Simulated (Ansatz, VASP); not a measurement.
**Two plane-wave programs on Pb**

INCAR

```
PREC = Accurate ; ENCUT = 520
EDIFF = 1E-6 ; ISMEAR = -1
SIGMA = 0.05 ; LREAL = F
LASPH = T ; NELM = 100
ALGO = Fast ; ISIF = 2
LWAVE = F ; LCHARG = F
GGA = PS ; NBANDS = 13
```

Contents of KPOINTS:

```
Automatic mesh
0
Gamma
  8 8 8
```

File POSCAR:

```
Pb
1.0
   -1.9796595667      1.9796595667      1.9400663754
    1.9796595667     -1.9796595667      1.9400663754
    1.9796595667      1.9796595667     -1.9400663754
Pb
1
Direct
    0.0000000000      0.0000000000      0.0000000000
```

input.yaml

```yaml
crystal:
  lattice:
    - [-1.9796595667, 1.9796595667, 1.9400663754]
    - [1.9796595667, -1.9796595667, 1.9400663754]
    - [1.9796595667, 1.9796595667, -1.9400663754]
  atoms:
    - { symbol: Pb, position: [0.0, 0.0, 0.0] }
hamiltonian:
  xc: pbesol
  pseudopotentials: { kind: paw }
kpoints:
  mp_grid: { grid: [8, 8, 8] }
scf:
  occupations: { method: fermi_dirac, width: 0.05 }
output:
  forces: true
  stress: true
  eigenvalues: true
```

Alike in both runs: task single point; functional PBEsol; k mesh 8 × 8 × 8; occupations fermi-dirac, width 0.05 eV; no spin polarisation.

|  | VASP | Ansatz |
| --- | --- | --- |
| version | VASP 6.6.1 | Ansatz 0.2.0 |
| potentials or method | VASP PAW PBE potentials, release 64 (Pb_d) | Ansatz PAW |
| plane-wave cutoff (eV) | 520 | 420 |
| valence electrons in the cell | 14 | 14 |

|  | VASP | Ansatz | Ansatz less VASP |
| --- | --- | --- | --- |
| gap on the k mesh at the Fermi level (eV) | none | none | - |
| pressure (GPa) | -0.6 | -0.6 | +0.04 |
| traceless stress, the component that is largest in VASP (GPa) | -0.21 | -0.21 | 0.000 |

VASP's potentials were made for PBE, not for PBEsol. A gap of «none» marks a metal or a gap that the smearing closes. The functional is the same, so the differences come from potentials, cutoffs and numerics.

Spin-orbit coupling is off throughout.
